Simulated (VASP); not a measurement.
# Rh (Fm-3m) in VASP: a series of runs

Rh is run at these levels: PBE; tasks: relaxation of cell and atoms, single point.

Everything below comes from runs of VASP 6.6.1. Logs are shortened: lines on timing, memory, paths and dates and some standing lists are left out, and cuts for length are marked.

### 1 The cell of the first run

It takes space group Fm-3m (No. 225, cubic). Conventional cell: a = 3.800 Å, b = 3.800 Å, c = 3.800 Å, α = 90.00°, β = 90.00°, γ = 90.00°. Rh (site symmetry m-3m) has 12 Rh at 2.69 Å within 3.5 Å.

### 2 Relaxation of cell and atoms, PBE

File INCAR:

```
PREC = Accurate ; ENCUT = 500
EDIFF = 1E-7 ; ISMEAR = 0
SIGMA = 0.1 ; LREAL = F
LASPH = T ; NELM = 120
ALGO = Normal ; ISIF = 3
LWAVE = F ; LCHARG = F
GGA = PE ; IBRION = 2
NSW = 50 ; EDIFFG = -0.02
GGA_COMPAT = F ; NELMIN = 4
```

File KPOINTS:

```
regular mesh
0
Gamma
  11 11 11
```

File POSCAR:

```
Rh
1.0
    0.0000000000      1.9000000000      1.9000000000
    1.9000000000      0.0000000000      1.9000000000
    1.9000000000      1.9000000000      0.0000000000
Rh
1
Direct
    0.0000000000      0.0000000000      0.0000000000
```

Potentials or basis: VASP PAW PBE potentials, release 64 (Rh_pv).

Command:

```console
cat potpaw_PBE.64/Rh_pv/POTCAR > POTCAR
mpirun -np 1 vasp_std > vasp.out
```

OUTCAR:

```text
PREC = Accurate
   ENCUT = 500
   EDIFF = 1E-7
   ISMEAR = 0
   LREAL = F
   LASPH = T
   NELM = 120
   ISIF = 3
   GGA = PE
   IBRION = 2
   NSW = 50
   EDIFFG = -0.02
   NELMIN = 4

 ion  position               nearest neighbor table
   1  0.000  0.000  0.000-

  LATTYP: Found a face centered cubic cell.
 ALAT       =     3.8000000000

  Lattice vectors:

 A1 = (   0.0000000000,   1.9000000000,   1.9000000000)
 A2 = (   1.9000000000,   0.0000000000,   1.9000000000)
 A3 = (   1.9000000000,   1.9000000000,   0.0000000000)

Analysis of symmetry for initial positions (statically):
=====================================================================
 Subroutine PRICEL returns:
 Original cell was already a primitive cell.

 Routine SETGRP: Setting up the symmetry group for a
 face centered cubic supercell.

 Subroutine GETGRP returns: Found 48 space group operations
 (whereof 48 operations were pure point group operations)
 out of a pool of 48 trial point group operations.

The static configuration has the point symmetry O_h .

Analysis of symmetry for dynamics (positions and initial velocities):
=====================================================================
 Subroutine PRICEL returns:
 Original cell was already a primitive cell.

 Routine SETGRP: Setting up the symmetry group for a
 face centered cubic supercell.

 Subroutine GETGRP returns: Found 48 space group operations
 (whereof 48 operations were pure point group operations)
 out of a pool of 48 trial point group operations.

The dynamic configuration has the point symmetry O_h .

 Subroutine INISYM returns: Found 48 space group operations
 (whereof 48 operations are pure point group operations),
 and found     1 'primitive' translations

----------------------------------------------------------------------------------------

                                     Primitive cell

  volume of cell :      13.7180

  direct lattice vectors                    reciprocal lattice vectors
     0.000000000  1.900000000  1.900000000    -0.263157895  0.263157895  0.263157895
     1.900000000  0.000000000  1.900000000     0.263157895 -0.263157895  0.263157895
     1.900000000  1.900000000  0.000000000     0.263157895  0.263157895 -0.263157895

  length of vectors
     2.687005769  2.687005769  2.687005769     0.455802844  0.455802844  0.455802844

  position of ions in fractional coordinates (direct lattice)
     0.000000000  0.000000000  0.000000000

  ion indices of the primitive-cell ions
   primitive index   ion index
                 1           1

----------------------------------------------------------------------------------------

 KPOINTS: regular mesh

Automatic generation of k-mesh.
 Grid dimensions read from file:
 generate k-points for:   11   11   11

 Generating k-lattice:

  Cartesian coordinates                     Fractional coordinates (reciprocal lattice)
    -0.023923445  0.023923445  0.023923445     0.090909091  0.000000000  0.000000000
     0.023923445 -0.023923445  0.023923445     0.000000000  0.090909091  0.000000000
     0.023923445  0.023923445 -0.023923445     0.000000000  0.000000000  0.090909091

  Length of vectors
     0.041436622  0.041436622  0.041436622

  Shift w.r.t. Gamma in fractional coordinates (k-lattice)
     0.000000000  0.000000000  0.000000000

 Subroutine IBZKPT returns following result:
 ===========================================

 Found     56 irreducible k-points:

 Following reciprocal coordinates:
            Coordinates               Weight
  0.000000  0.000000  0.000000      1.000000
  0.090909  0.000000  0.000000      8.000000
  0.181818  0.000000  0.000000      8.000000
  0.272727  0.000000  0.000000      8.000000
  0.363636  0.000000  0.000000      8.000000
  0.454545  0.000000  0.000000      8.000000
[... 16 lines left out ...]
 -0.272727  0.181818  0.000000     24.000000
 -0.181818  0.181818  0.000000     12.000000
 [... further k-points ...]
   k-points           NKPTS =     56   k-points in BZ     NKDIM =     56   number of bands    NBANDS=     11
   number of dos      NEDOS =    301   number of ions     NIONS =      1
   total plane-waves  NPLWV =   8000
   dimension x,y,z NGX =    20 NGY =   20 NGZ =   20
   dimension x,y,z NGXF=    40 NGYF=   40 NGZF=   40
   ions per type =               1
   NGX,Y,Z   is equivalent  to a cutoff of  12.37, 12.37, 12.37 a.u.
   NGXF,Y,Z  is equivalent  to a cutoff of  24.75, 24.75, 24.75 a.u.
 SYSTEM =  unknown system
   PREC   = accura    normal or accurate (medium, high low for compatibility)
   ISTART =      0    job   : 0-new  1-cont  2-samecut
   ICHARG =      2    charge: 1-file 2-atom 10-const
   ISPIN  =      1    spin polarized calculation?
   LNONCOLLINEAR =      F non collinear calculations
   LSORBIT =      F    spin-orbit coupling
   LASPH  =      T    aspherical Exc in radial PAW
   ENCUT  =  500.0 eV  36.75 Ry    6.06 a.u.   4.90  4.90  4.90*2*pi/ulx,y,z
   NELM   =    120;   NELMIN=  4; NELMDL= -5     # of ELM steps
   EDIFF  = 0.1E-06   stopping-criterion for ELM
   LREAL  =      F    real-space projection
   EDIFFG = -.2E-01   stopping-criterion for IOM
   NSW    =     50    number of steps for IOM
   IBRION =      2    ionic relax: 0-MD 1-quasi-New 2-CG
   NFREE  =      1    steps in history (QN), initial steepest desc. (CG)
   ISIF   =      3    stress and relaxation
   ISYM   =      2    0-nonsym 1-usesym 2-fastsym
   POTIM  = 0.5000    time-step for ionic-motion
   TEBEG  =    0.0;   TEEND  =   0.0 temperature during run
   PSTRESS=    0.0 pullay stress
   NELECT =      15.0000    total number of electrons
   NUPDOWN=      -1.0000    fix difference up-down
   EMIN   =  10.00;   EMAX   =-10.00  energy-range for DOS
   EFERMI =   0.00;   METHOD = LEGACY
   ISMEAR =     0;   SIGMA  =   0.10  broadening in eV -4-tet -1-fermi 0-gaus
   EFERMI_NEDOS =   21; number of points for ismear=-14 and -15
   IALGO  =     38    algorithm
   IMIX   =      4    mixing-type and parameters
     AMIX     =   0.40;   BMIX     =  1.00
     AMIX_MAG =   1.60;   BMIX_MAG =  1.00
  volume/ion in A,a.u.               =      13.72        92.57
  Fermi-wavevector in a.u.,A,eV,Ry     =   1.686585  3.187184 38.702725  2.844570
  Thomas-Fermi vector in A             =   2.769224
   LORBIT       =      0    0 simple, 1 ext, 2 COOP (PROOUT), +10 PAW based schemes
   GGA     = PE    functional components
   LHFCALC =     F    Hartree Fock is set to
   AEXX    =    0.0000 exact exchange contribution
   IVDW    =     0    specifies the selected vdW correction
   LEPSILON=     F    determine dielectric tensor
   LRPA    =     F    only Hartree local field effects (RPA)
 conjugate gradient relaxation of ions
 non-spin polarized calculation
 Gauss-broadening in eV      SIGMA  =   0.10
  energy-cutoff  :      500.00
  volume of cell :       13.72
 maximum number of plane-waves:       355
   NGX =  9   NGY =  9   NGZ =  9

--------------------------------------- Ionic step        1  -------------------------------------------

 number of electron      15.0000007 magnetization

 Free energy of the ion-electron system (eV)
  ---------------------------------------------------
  ext. energy  EPLUGINS =         0.00000000
  ---------------------------------------------------
  free energy    TOTEN  =        -7.24641334 eV

  energy without entropy =       -7.23696374  energy(sigma->0) =       -7.24168854

------------------------ aborting loop because EDIFF is reached ----------------------------------------

  FORCE on cell =-STRESS in cart. coord.  units (eV):
  Direction    XX          YY          ZZ          XY          YZ          ZX
  --------------------------------------------------------------------------------------
  -------------------------------------------------------------------------------------
  Total        0.5930304      0.5930304      0.5930304      0.0000000     -0.0000000     -0.0000000
  in kB       69.2622758     69.2622758     69.2622758      0.0000000     -0.0000000     -0.0000000
  external PRESSURE =      69.2622758 kB  Pullay stress =       0.0000000 kB
[... 55 lines left out ...]
  energy  without entropy=       -7.2066977278  energy(sigma->0) =       -7.21174976

--------------------------------------- Ionic step        3  -------------------------------------------

 number of electron      15.0000003 magnetization

 Free energy of the ion-electron system (eV)
  ---------------------------------------------------
  ext. energy  EPLUGINS =         0.00000000
  ---------------------------------------------------
  free energy    TOTEN  =        -7.25381444 eV

  energy without entropy =       -7.24417630  energy(sigma->0) =       -7.24899537

 E-fermi :  11.4755     XC(G=0): -13.8754

 val. band max:       11.4745345510   @ k =   0.3636   0.3636   0.0000
 cond. band min:      11.4861821331   @ k =   0.3636   0.0000   0.0000
 fundamental gap:      0.0116475821
 Fermi energy:        11.4755216684

 k-point     1 :       0.0000    0.0000    0.0000
  band No.  band energies     occupation
      1     -34.8374      2.00000
      2     -34.8374      2.00000
      3     -34.8374      2.00000
      4       3.6897      2.00000
      5       8.5246      2.00000
      6       8.5246      2.00000
      7       8.5246      2.00000
      8      10.5348      2.00000
      9      10.5348      2.00000
     10      27.4845      0.00000
     11      32.1274      0.00000
[... 309 lines left out ...]
 k-point    24 :      -0.1818    0.1818    0.0000
  band No.  band energies     occupation
      1     -35.2109      2.00000
      2     -34.9963      2.00000
      3     -34.8851      2.00000
      4       6.3342      2.00000
      5       7.6531      2.00000
      6       8.7193      2.00000
      7       9.6289      2.00000
      8       9.6775      2.00000
      9      12.1517      0.00000
     10      26.7802      0.00000
     11      28.2521      0.00000

 [... further k-points ...]

------------------------ aborting loop because EDIFF is reached ----------------------------------------

  FORCE on cell =-STRESS in cart. coord.  units (eV):
  Direction    XX          YY          ZZ          XY          YZ          ZX
  --------------------------------------------------------------------------------------
  -------------------------------------------------------------------------------------
  Total       -0.0119300     -0.0119300     -0.0119300     -0.0000000     -0.0000000     -0.0000000
  in kB       -1.3577049     -1.3577049     -1.3577049     -0.0000000     -0.0000000     -0.0000000
  external PRESSURE =      -1.3577049 kB  Pullay stress =       0.0000000 kB
[... 16 lines left out ...]
  FREE ENERGIE OF THE ION-ELECTRON SYSTEM (eV)
  ---------------------------------------------------
  free  energy   TOTEN  =        -7.2538144428 eV

  energy  without entropy=       -7.2441763014  energy(sigma->0) =       -7.24899537

 reached required accuracy - stopping structural energy minimisation
```

Run time: 9.2 s. Hardware: 1 thread of Intel Xeon 6975P-C (Granite Rapids), shared host; peak memory 0.13 GiB.

What came out:

```
Free energy                           : -7.2538 eV
Relaxed volume                        : 14.08 Å³/atom
Relaxed cell                          : a = 2.710 Å, b = 2.710 Å, c = 2.710 Å, α = 60.00°, β = 60.00°, γ = 60.00°
Space group after relaxing (to 0.1 Å) : Fm-3m (No. 225)
Energy gained by relaxing             : 7.4 meV/atom
Ionic steps                           : 3
Pressure after relaxing               : -0.1 GPa
Band gap on the k mesh                : zero (an odd number of electrons rules out a gap without spin polarisation)
```

Step by step:
| step | energy change (eV) | largest force (eV/Å) | pressure (GPa) | volume (Å³) |
| --- | --- | --- | --- | --- |
| 1 | 0.0000 | 0.0000 | 6.93 | 13.72 |
| 2 | 0.0296 | 0.0000 | -12.99 | 14.93 |
| 3 | -0.0074 | 0.0000 | -0.14 | 14.08 |

Final structure:
```cif
data_structure
_symmetry_space_group_name_H-M 'P 1'
_symmetry_Int_Tables_number 1
_cell_length_a 2.7103
_cell_length_b 2.7103
_cell_length_c 2.7103
_cell_angle_alpha 60.000
_cell_angle_beta 60.000
_cell_angle_gamma 60.000
_cell_volume 14.08
loop_
_atom_site_label
_atom_site_type_symbol
_atom_site_fract_x
_atom_site_fract_y
_atom_site_fract_z
_atom_site_occupancy
Rh1 Rh 0.00000 0.00000 0.00000 1
```

Levels at points of the mesh, in eV from the Fermi level:
```tsv
k point	band 4	band 5	band 6	band 7	band 8	band 9	band 10	band 11
(0.00, 0.00, 0.00)	-7.79	-2.95	-2.95	-2.95	-0.94	-0.94	16.01	20.65
```

### 3 Single point, PBE

This run uses another cell than the first one, of 14.06 Å³/atom.

File INCAR:

```
SYSTEM = Rh
PREC     = Accurate       ! precision mode
ENCUT    = 520            ! plane-wave cutoff, eV
EDIFF    = 1E-6           ! SCF threshold, eV
ISMEAR   = 0              ! smearing method
SIGMA    = 0.1            ! smearing width, eV
LREAL    = .False.        ! projectors in reciprocal space
LASPH    = .True.         ! aspherical terms in the spheres
NELM     = 80             ! most SCF steps
ALGO     = Normal         ! electronic algorithm
ISIF     = 2              ! what is computed and relaxed
LWAVE    = .False.        ! write WAVECAR
LCHARG   = .True.         ! write CHGCAR
GGA      = PE             ! functional
LELF     = .True.         ! ELF
LVHAR    = .True.       
NBANDS   = 14             ! bands
```

File KPOINTS:

```
regular mesh
0
Gamma
  11 11 11
  0 0 0
```

File POSCAR:

```
Rh
1.0
    0.0000000000      1.9158105854      1.9158105854
    1.9158105854      0.0000000000      1.9158105854
    1.9158105854      1.9158105854      0.0000000000
Rh
1
Direct
    0.0000000000      0.0000000000      0.0000000000
```

Potentials or basis: VASP PAW PBE potentials, release 64 (Rh_pv).

Command:

```console
cat potpaw_PBE.64/Rh_pv/POTCAR > POTCAR
mpirun -np 1 vasp_std > vasp.out
```

It took 9.2 s on 1 thread of Intel Xeon 8259CL, shared host; peak memory 0.13 GiB.

It converged, with:

| Item | Value |
| --- | --- |
| Free energy | -7.2540 eV |
| Pressure | 0.2 GPa |
| Band gap on the k mesh | zero (an odd number of electrons rules out a gap without spin polarisation) |

Levels at points of the mesh, in eV from the Fermi level:
| k point | band 3 | band 4 | band 5 | band 6 | band 7 | band 8 | band 9 | band 10 | band 11 | band 12 |
| --- | --- | --- | --- | --- | --- | --- | --- | --- | --- | --- |
| (0.00, 0.00, 0.00) | -46.31 | -7.79 | -2.96 | -2.96 | -2.96 | -0.94 | -0.94 | 16.01 | 20.65 | 21.34 |

(Part 1 of 2 ends here.)
